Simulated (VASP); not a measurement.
The system is HfZrP4.

```
Zr Hf P
1.0
     0.00000    3.93198    3.93198
     3.93198    0.00000    3.93198
     3.93198    3.93198    0.00000
Zr Hf P
1 1 4
Cartesian
  5.8980 5.8980 5.8980
  0.0000 0.0000 0.0000
  2.9492 4.9147 4.9147
  2.9492 2.9492 2.9492
  4.9147 2.9492 4.9147
  4.9147 4.9147 2.9492
```

The cell was built from a structure type or drawn by symmetry, and may not be a known phase.

| Property | Result |
| --- | --- |
| Program | VASP 6.6.1 |
| Task | relaxation of cell and atoms |
| Functional | PBE |
| Potentials or basis | VASP PAW PBE potentials, release 64 (Zr_sv, Hf_pv, P) |
| Cutoff | 600 eV |
| k mesh | 4 × 4 × 4 |
| Occupations | gaussian, width 0.1 eV |
| Spin | no spin polarisation |

At the start: pressure -15.9 GPa; volume 20.26 Å³/atom.

Question: Where does the relaxation end?

Answer: Over 3 steps the energy falls by 255.2 meV/atom and the volume is 15.98 Å³/atom (-21.1 %); space group F-43m (No. 216, to 0.1 Å) before and after.

Step by step:
```tsv
step	energy change (eV)	largest force (eV/Å)	pressure (GPa)	volume (Å³)
1	0.0000	0.0211	-15.91	121.58
2	-1.3748	0.0236	8.30	89.50
3	-1.5314	0.0275	0.04	95.89
```

Final structure:
```xyz
6
Lattice="0.0000 3.6329 3.6329 3.6329 0.0000 3.6329 3.6329 3.6329 0.0000" Properties=species:S:1:pos:R:3 pbc="T T T"
Zr    5.4493    5.4493    5.4493
Hf    0.0000    0.0000    0.0000
P     2.7253    4.5405    4.5405
P     2.7253    2.7253    2.7253
P     4.5405    2.7253    4.5405
P     4.5405    4.5405    2.7253
```

Caveat: the volume moved by over 15 % at a fixed basis, so the end points are rough.
